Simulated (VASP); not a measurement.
# Cu (Fm-3m) in VASP: notebook

Runs on Cu. Level: PBE. Tasks: single point.

Everything below comes from runs of VASP 6.6.1. Logs are shortened: lines on timing, memory, paths and dates and some standing lists are left out, and cuts for length are marked.

## 1. The cell of the first run

The structure is cubic, space group Fm-3m (No. 225). Conventional cell: a = 3.593 Å, b = 3.593 Å, c = 3.593 Å, α = 90.00°, β = 90.00°, γ = 90.00°. Within 3.4 Å of Cu (site symmetry m-3m) lie 12 Cu at 2.54 Å.

## 2. Single point, PBE

File INCAR:

```
PREC = Accurate ; ENCUT = 600
EDIFF = 1E-6 ; ISMEAR = -1
SIGMA = 0.1 ; LREAL = False
LASPH = True ; NELM = 120
ALGO = Normal ; ISIF = 2
LWAVE = False ; LCHARG = False
GGA = PE ; NBANDS = 12
GGA_COMPAT = False
```

File KPOINTS:

```
regular mesh
0
Gamma
  7 7 7
```

File POSCAR:

```
Cu
1.0
    0.0000000000      1.7966500000      1.7966500000
    1.7966500000      0.0000000000      1.7966500000
    1.7966500000      1.7966500000      0.0000000000
Cu
1
Direct
    0.0000000000      0.0000000000      0.0000000000
```

Potentials or basis: VASP PAW PBE potentials, release 64 (Cu).

Command:

```bash
> cat potpaw_PBE.64/Cu/POTCAR > POTCAR
> mpirun -np 1 vasp_std > vasp.out
```

OUTCAR:

```text
PREC = Accurate
   ENCUT = 600
   EDIFF = 1E-6
   ISMEAR = -1
   LREAL = False
   LASPH = True
   NELM = 120
   ISIF = 2
   GGA = PE

 ion  position               nearest neighbor table
   1  0.000  0.000  0.000-

  LATTYP: Found a face centered cubic cell.
 ALAT       =     3.5933000000

  Lattice vectors:

 A1 = (   0.0000000000,   1.7966500000,   1.7966500000)
 A2 = (   1.7966500000,   0.0000000000,   1.7966500000)
 A3 = (   1.7966500000,   1.7966500000,   0.0000000000)

Analysis of symmetry for initial positions (statically):
=====================================================================
 Subroutine PRICEL returns:
 Original cell was already a primitive cell.

 Routine SETGRP: Setting up the symmetry group for a
 face centered cubic supercell.

 Subroutine GETGRP returns: Found 48 space group operations
 (whereof 48 operations were pure point group operations)
 out of a pool of 48 trial point group operations.

The static configuration has the point symmetry O_h .

Analysis of symmetry for dynamics (positions and initial velocities):
=====================================================================
 Subroutine PRICEL returns:
 Original cell was already a primitive cell.

 Routine SETGRP: Setting up the symmetry group for a
 face centered cubic supercell.

 Subroutine GETGRP returns: Found 48 space group operations
 (whereof 48 operations were pure point group operations)
 out of a pool of 48 trial point group operations.

The dynamic configuration has the point symmetry O_h .

 Subroutine INISYM returns: Found 48 space group operations
 (whereof 48 operations are pure point group operations),
 and found     1 'primitive' translations

----------------------------------------------------------------------------------------

                                     Primitive cell

  volume of cell :      11.5990

  direct lattice vectors                    reciprocal lattice vectors
     0.000000000  1.796650000  1.796650000    -0.278295717  0.278295717  0.278295717
     1.796650000  0.000000000  1.796650000     0.278295717 -0.278295717  0.278295717
     1.796650000  1.796650000  0.000000000     0.278295717  0.278295717 -0.278295717

  length of vectors
     2.540846797  2.540846797  2.540846797     0.482022321  0.482022321  0.482022321

[... 76 lines left out ...]
   NSW    =      0    number of steps for IOM
   IBRION =     -1    ionic relax: 0-MD 1-quasi-New 2-CG
   NFREE  =      0    steps in history (QN), initial steepest desc. (CG)
   ISIF   =      2    stress and relaxation
   ISYM   =      2    0-nonsym 1-usesym 2-fastsym
   POTIM  = 0.5000    time-step for ionic-motion
   TEBEG  =    0.0;   TEEND  =   0.0 temperature during run
   PSTRESS=    0.0 pullay stress
   NELECT =      11.0000    total number of electrons
   NUPDOWN=      -1.0000    fix difference up-down
   EMIN   =  10.00;   EMAX   =-10.00  energy-range for DOS
   EFERMI =   0.00;   METHOD = LEGACY
   ISMEAR =    -1;   SIGMA  =   0.10  broadening in eV -4-tet -1-fermi 0-gaus
   EFERMI_NEDOS =   21; number of points for ismear=-14 and -15
   IALGO  =     38    algorithm
   IMIX   =      4    mixing-type and parameters
     AMIX     =   0.40;   BMIX     =  1.00
     AMIX_MAG =   1.60;   BMIX_MAG =  1.00
  volume/ion in A,a.u.               =      11.60        78.27
  Fermi-wavevector in a.u.,A,eV,Ry     =   1.608418  3.039469 35.198385  2.587008
  Thomas-Fermi vector in A             =   2.704291
   LORBIT       =      0    0 simple, 1 ext, 2 COOP (PROOUT), +10 PAW based schemes
   GGA     = PE    functional components
   LHFCALC =     F    Hartree Fock is set to
   AEXX    =    0.0000 exact exchange contribution
   IVDW    =     0    specifies the selected vdW correction
   LEPSILON=     F    determine dielectric tensor
   LRPA    =     F    only Hartree local field effects (RPA)
 non-spin polarized calculation
  energy-cutoff  :      600.00
  volume of cell :       11.60
 maximum number of plane-waves:       394
   NGX = 11   NGY = 11   NGZ = 11

 number of electron      11.0000008 magnetization

 Free energy of the ion-electron system (eV)
  ---------------------------------------------------
  ext. energy  EPLUGINS =         0.00000000
  ---------------------------------------------------
  free energy    TOTEN  =        -3.76411823 eV

  energy without entropy =       -3.76107111  energy(sigma->0) =       -3.76259467

 E-fermi :   7.9796     XC(G=0): -12.8279

 val. band max:        7.2726650854   @ k =   0.4286   0.2857   0.0000
 cond. band min:       8.0235982843   @ k =   0.4286   0.4286   0.0000
 fundamental gap:      0.7509331989
 Fermi energy:         7.9795705586

 k-point     1 :       0.0000    0.0000    0.0000
  band No.  band energies     occupation
      1      -1.6766      2.00000
      2       4.7469      2.00000
      3       4.7469      2.00000
      4       4.7469      2.00000
      5       5.5926      2.00000
      6       5.5926      2.00000
      7      30.5505      0.00000
      8      33.3373      0.00000
      9      33.3373      0.00000
     10      33.3373      0.00000
     11      35.8481      0.00000
     12      35.8481      0.00000
[... 271 lines left out ...]
 k-point    20 :      -0.2857    0.4286    0.1429
  band No.  band energies     occupation
      1       3.6391      2.00000
      2       3.9259      2.00000
      3       4.4936      2.00000
      4       5.5703      2.00000
      5       6.2176      2.00000
      6      12.9469      0.00000
      7      13.4573      0.00000
      8      16.2452      0.00000
      9      19.6462      0.00000
     10      32.3456      0.00000
     11      38.7037      0.00000
     12      39.0434      0.00000

------------------------ aborting loop because EDIFF is reached ----------------------------------------

  FORCE on cell =-STRESS in cart. coord.  units (eV):
  Direction    XX          YY          ZZ          XY          YZ          ZX
  --------------------------------------------------------------------------------------
  -------------------------------------------------------------------------------------
  Total        0.3637852      0.3637852      0.3637852      0.0000000     -0.0000000      0.0000000
  in kB       50.2499025     50.2499025     50.2499025      0.0000000     -0.0000000      0.0000000
  external PRESSURE =      50.2499025 kB  Pullay stress =       0.0000000 kB

 VOLUME and BASIS-vectors are now :
 -----------------------------------------------------------------------------
  energy-cutoff  :      600.00
  volume of cell :       11.60
      direct lattice vectors                 reciprocal lattice vectors
     0.000000000  1.796650000  1.796650000    -0.278295717  0.278295717  0.278295717
     1.796650000  0.000000000  1.796650000     0.278295717 -0.278295717  0.278295717
     1.796650000  1.796650000  0.000000000     0.278295717  0.278295717 -0.278295717

 POSITION                                       TOTAL-FORCE (eV/Angst)
 -----------------------------------------------------------------------------------
      0.00000      0.00000      0.00000         0.000000      0.000000      0.000000
 -----------------------------------------------------------------------------------
    total drift:                               -0.000000     -0.000000     -0.000000

  FREE ENERGIE OF THE ION-ELECTRON SYSTEM (eV)
  ---------------------------------------------------
  free  energy   TOTEN  =        -3.7641182293 eV

  energy  without entropy=       -3.7610711130  energy(sigma->0) =       -3.76259467
```

Wall time 6.6 s (1 thread of AMD EPYC 7R13, shared host); peak memory 0.09 GiB.

What came out:

```
Free energy : -3.7641 eV
Pressure    : 5.0 GPa
```

Levels at points of the mesh, in eV from the Fermi level:
```tsv
k point	band 2	band 3	band 4	band 5	band 6	band 7	band 8	band 9	band 10	band 11
(0.00, 0.00, 0.00)	-3.23	-3.23	-3.23	-2.39	-2.39	22.57	25.36	25.36	25.36	27.87
```

Caveat: the k points lie up to 0.43 Å⁻¹ apart.

## 3. Single point, PBE

File INCAR:

```
SYSTEM = Cu
PREC     = Accurate       ! precision mode
ENCUT    = 600            ! plane-wave cutoff, eV
EDIFF    = 1E-6           ! SCF threshold, eV
ISMEAR   = -1             ! smearing method
SIGMA    = 0.1            ! smearing width, eV
LREAL    = .FALSE.        ! projectors in reciprocal space
LASPH    = .TRUE.         ! aspherical terms in the spheres
NELM     = 120            ! most SCF steps
ALGO     = Normal         ! electronic algorithm
ISIF     = 2              ! what is computed and relaxed
LWAVE    = .FALSE.        ! write WAVECAR
LCHARG   = .FALSE.        ! write CHGCAR
GGA      = PE             ! functional
NBANDS   = 12             ! bands
GGA_COMPAT= .FALSE.
```

File KPOINTS:

```
regular mesh
0
G
  14 14 14
  0 0 0
```

POSCAR is that of step 2.

Potentials or basis: VASP PAW PBE potentials, release 64 (Cu).

Command:

```bash
> cat potpaw_PBE.64/Cu/POTCAR > POTCAR
> mpirun -np 1 vasp_std > vasp.out
```

OUTCAR:

```text
SYSTEM = Cu
   PREC = Accurate
   ENCUT = 600
   EDIFF = 1E-6
   ISMEAR = -1
   LREAL = .FALSE.
   LASPH = .TRUE.
   NELM = 120
   ISIF = 2
   GGA = PE

 ion  position               nearest neighbor table
   1  0.000  0.000  0.000-

  LATTYP: Found a face centered cubic cell.
 ALAT       =     3.5933000000

  Lattice vectors:

 A1 = (   0.0000000000,   1.7966500000,   1.7966500000)
 A2 = (   1.7966500000,   0.0000000000,   1.7966500000)
 A3 = (   1.7966500000,   1.7966500000,   0.0000000000)

Analysis of symmetry for initial positions (statically):
=====================================================================
 Subroutine PRICEL returns:
 Original cell was already a primitive cell.

 Routine SETGRP: Setting up the symmetry group for a
 face centered cubic supercell.

 Subroutine GETGRP returns: Found 48 space group operations
 (whereof 48 operations were pure point group operations)
 out of a pool of 48 trial point group operations.

The static configuration has the point symmetry O_h .

Analysis of symmetry for dynamics (positions and initial velocities):
=====================================================================
 Subroutine PRICEL returns:
[... 159 lines left out ...]
 Fermi energy:         7.7856172032

 k-point     1 :       0.0000    0.0000    0.0000
  band No.  band energies     occupation
      1      -1.6782      2.00000
      2       4.7279      2.00000
      3       4.7279      2.00000
      4       4.7279      2.00000
      5       5.5733      2.00000
      6       5.5733      2.00000
      7      30.5500      0.00000
      8      33.3355      0.00000
      9      33.3355      0.00000
     10      33.3355      0.00000
     11      35.8430      0.00000
     12      35.8430      0.00000
[... 331 lines left out ...]
 k-point    24 :       0.2857    0.1429    0.0000
  band No.  band energies     occupation
      1       0.8712      2.00000
      2       4.1980      2.00000
      3       4.8808      2.00000
      4       5.1136      2.00000
      5       5.5986      2.00000
      6       5.8585      2.00000
      7      21.4987      0.00000
      8      26.7716      0.00000
      9      28.1071      0.00000
     10      30.0016      0.00000
     11      34.5867      0.00000
     12      39.3449      0.00000

 [... further k-points ...]
[... 5 lines left out ...]
  --------------------------------------------------------------------------------------
  -------------------------------------------------------------------------------------
  Total        0.3817571      0.3817571      0.3817571      0.0000000      0.0000000     -0.0000000
  in kB       52.7323637     52.7323637     52.7323637      0.0000000      0.0000000     -0.0000000
  external PRESSURE =      52.7323637 kB  Pullay stress =       0.0000000 kB

 VOLUME and BASIS-vectors are now :
 -----------------------------------------------------------------------------
  energy-cutoff  :      600.00
  volume of cell :       11.60
      direct lattice vectors                 reciprocal lattice vectors
     0.000000000  1.796650000  1.796650000    -0.278295717  0.278295717  0.278295717
     1.796650000  0.000000000  1.796650000     0.278295717 -0.278295717  0.278295717
     1.796650000  1.796650000  0.000000000     0.278295717  0.278295717 -0.278295717

 POSITION                                       TOTAL-FORCE (eV/Angst)
 -----------------------------------------------------------------------------------
      0.00000      0.00000      0.00000        -0.000000      0.000000     -0.000000
 -----------------------------------------------------------------------------------
    total drift:                               -0.000000     -0.000000     -0.000000

  FREE ENERGIE OF THE ION-ELECTRON SYSTEM (eV)
  ---------------------------------------------------
  free  energy   TOTEN  =        -3.7263437769 eV

  energy  without entropy=       -3.7164513640  energy(sigma->0) =       -3.72139757
```

OSZICAR:

```text
N       E                     dE             d eps       ncg     rms          rms(c)
DAV:   1     0.466110784966E+02    0.46611E+02   -0.58265E+03  2784   0.170E+03
DAV:   2    -0.301699277891E+01   -0.49628E+02   -0.46423E+02  2580   0.221E+02
DAV:   3    -0.462689296459E+01   -0.16099E+01   -0.15990E+01  2912   0.441E+01
DAV:   4    -0.463742501458E+01   -0.10532E-01   -0.10531E-01  2864   0.314E+00
DAV:   5    -0.463752149032E+01   -0.96476E-04   -0.96473E-04  2936   0.306E-01    0.771E+00
DAV:   6    -0.409362822883E+01    0.54389E+00   -0.14278E+01  2976   0.729E+01    0.382E+00
DAV:   7    -0.373953748516E+01    0.35409E+00   -0.22207E+00  2984   0.287E+01    0.602E-01
DAV:   8    -0.372780176248E+01    0.11736E-01   -0.43677E-03  2864   0.901E-01    0.288E-01
DAV:   9    -0.372634271139E+01    0.14591E-02   -0.88650E-03  3132   0.166E+00    0.291E-02
DAV:  10    -0.372634514054E+01   -0.24291E-05   -0.35045E-05  3708   0.960E-02    0.889E-03
DAV:  11    -0.372634368071E+01    0.14598E-05   -0.12207E-06  2120   0.214E-02    0.238E-04
DAV:  12    -0.372634377691E+01   -0.96195E-07   -0.64343E-08  1508   0.299E-03
   1 F= -.37263438E+01 E0= -.37213976E+01  d E =-.989241E-02
```

Wall time 24 s (1 thread of AMD EPYC 7R13, shared host); peak memory 0.1 GiB.

Results:

| Property | Result |
| --- | --- |
| Free energy | -3.7263 eV |
| Pressure | 5.3 GPa |

## 4. Single point, PBE

File INCAR:

```
ALGO = Normal
EDIFF = 1E-6
ENCUT = 600
GGA = PE
GGA_COMPAT = F
ISIF = 2
ISMEAR = -1
LASPH = T
LCHARG = F
LREAL = F
LWAVE = F
NBANDS = 12
NELM = 120
PREC = Accurate
SIGMA = 0.1
```

File KPOINTS:

```
k-points
0
Gamma
  14 14 14
```

POSCAR is that of step 3.

Command:

```bash
> cat potpaw_PBE.64/Cu/POTCAR > POTCAR
> mpirun -np 1 vasp_std > vasp.out
```

Wall time 21 s (1 thread of AMD EPYC 7R13, shared host); peak memory 0.1 GiB.

The run converged. Its results:

- Free energy: -3.7263 eV
- Pressure: 5.3 GPa

Levels at points of the mesh, in eV from the Fermi level:
```tsv
k point	band 4	band 5	band 6	band 7	band 8	band 9
(0.00, 0.00, 0.00)	-3.06	-2.21	-2.21	22.76	25.55	25.55
(0.50, 0.00, 0.00)	-1.63	-1.63	-1.03	3.87	21.25	22.38
(0.50, 0.50, 0.00)	-1.48	-1.48	1.51	7.27	13.25	13.25
```
